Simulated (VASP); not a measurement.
Write the native input for VASP 6.6.1 that does the following.

```yaml
Task: single point
Functional: PBE
Potentials_or_basis: VASP PAW PBE potentials, release 64 (Tm)
Cutoff: 520 eV
k_mesh: 8 × 8 × 8
Occupations: gaussian, width 0.05 eV
Spin: collinear spin, ferromagnetic start
Starting_moments: "[1.26] μB"
Dipole_correction: no
Further_INCAR_settings: ALGO = Normal; EDIFF = 1e-06; NBANDS = 22
```

The structure of Tm lies in POSCAR:

```
Tm
1.0
    0.0000000000      2.4913364546      2.4913364546
    2.4913364546      0.0000000000      2.4913364546
    2.4913364546      2.4913364546      0.0000000000
Tm
1
Direct
    0.0000000000      0.0000000000      0.0000000000
```

One way to write it, as run:

INCAR

```
PREC = Accurate
ENCUT = 520
EDIFF = 1E-6
ISMEAR = 0
SIGMA = 0.05
LREAL = F
LASPH = T
NELM = 150
ALGO = Normal
ISIF = 2
LWAVE = F
LCHARG = F
ISPIN = 2
MAGMOM = 1.26
LORBIT = 11
LMAXMIX = 6
GGA = PE
NBANDS = 22
```

KPOINTS

```
regular mesh
0
Gamma
  8 8 8
```

Potentials or basis: VASP PAW PBE potentials, release 64 (Tm).

Command:

```sh
$ cat potpaw_PBE.64/Tm/POTCAR > POTCAR
$ mpirun -np 1 vasp_std > vasp.out
```

It gave:

| Item | Value |
| --- | --- |
| Pressure | 2.7 GPa |
| Band gap on the k mesh | zero (filled and empty bands overlap) |
| Net moment | 1.01 μB per cell |
| Site moments | Tm +1.17 μB |
| Valence electrons inside the program's atomic spheres | Tm 21.06 |

Caveat: the magnetic or orbital state may not be the lowest; spin-orbit coupling is left out, which moves the levels of the heavy elements.

Wall time 90 s on 1 thread of Intel(R) Xeon(R) 6975P-C (Granite Rapids), with other jobs on the host, peak memory 0.2 GiB.
